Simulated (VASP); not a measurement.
Input of a VASP 6.6.1 run:

POSCAR

```
Al2Pt
1.0
    0.0000000000      2.9315939400      2.9315939400
    2.9315939400      0.0000000000      2.9315939400
    2.9315939400      2.9315939400      0.0000000000
Al Pt
2 1
Direct
    0.2500000000      0.2500000000      0.2500000000
    0.7500000000      0.7500000000      0.7500000000
    0.0000000000      0.0000000000      0.0000000000
```

INCAR.step1

```
  PREC = Accurate
  ENCUT = 520
  ISMEAR = -1
  SIGMA = 0.1
  LREAL = False
  LASPH = True
  NELM = 100
  GGA = PE
  ALGO = Normal
  EDIFF = 1E-4
  LWAVE = True
  LCHARG = False
```

The input INCAR.step2:

```
  PREC = Accurate
  ENCUT = 520
  EDIFF = 1E-6
  ISMEAR = -1
  SIGMA = 0.1
  LREAL = False
  LASPH = True
  NELM = 100
  ALGO = Normal
  ISIF = 2
  LWAVE = False
  LCHARG = False
  METAGGA = R2SCAN
  LMIXTAU = True
  IBRION = 2
  NSW = 50
  EDIFFG = -0.01
  ISTART = 1
```

File KPOINTS:

```
regular mesh
0
Gamma
  10 10 10
```

Potentials or basis: VASP PAW PBE potentials, release 64 (Al, Pt).

The run is started by

```sh
$ cat potpaw_PBE.64/Al/POTCAR potpaw_PBE.64/Pt/POTCAR > POTCAR
$ cp INCAR.step1 INCAR
$ mpirun -np 1 vasp_std > vasp.out
$ cp INCAR.step2 INCAR
$ mpirun -np 1 vasp_std > vasp.out
```

Task: What does it give for the band gap on the k mesh?

Result: Zero (bands 8 and 9 overlap by 5.75 eV).

Final structure:
```
CELL_PARAMETERS angstrom
0.00000 2.93159 2.93159
2.93159 0.00000 2.93159
2.93159 2.93159 0.00000
ATOMIC_POSITIONS crystal
Al 0.25000 0.25000 0.25000
Al 0.75000 0.75000 0.75000
Pt 0.00000 0.00000 0.00000
```

Caveat: the relaxation stopped at its first step, so nothing moved; spin-orbit coupling is left out, which moves the levels of the heavy elements.
